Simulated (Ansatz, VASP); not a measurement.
Two plane-wave programs on La2O3

```xyz
5
Lattice="3.8828 0.0000 0.0000 -1.9414 3.3626 0.0000 0.0000 0.0000 5.9503" Properties=species:S:1:pos:R:3 pbc="T T T"
La    1.9414    1.1209    4.4986
La    0.0000    2.2417    1.4517
O     1.9414    1.1209    2.1029
O     0.0000    2.2417    3.8474
O     0.0000    0.0000    0.0000
```

Alike in both runs: functional LDA; k mesh 12 × 12 × 4; no spin polarisation.

Ansatz relaxed the structure, and its values are those at the end. VASP's run is a single point on that final structure, the one shown.

```csv
,VASP,Ansatz
version,VASP 6.6.1,Ansatz 0.2.0
potentials or method,"VASP PAW LDA potentials, release 64 (La, O)","plane waves, PAW"
plane-wave cutoff (eV),520,420
occupations,"gaussian, width 0.01 eV",fixed
valence electrons in the cell,40,40
```

```csv
,VASP,Ansatz,Ansatz less VASP
gap on the k mesh at the Fermi level (eV),3.72,3.73,+0.009
pressure (GPa),0.0,0.0,+0.02
rms of the force components (eV/Å),0.004,0.000,-0.0041
```

LDA's correlation is that of Perdew and Zunger in VASP and of Perdew and Wang (1992) in Ansatz.

Spin-orbit coupling is off throughout.
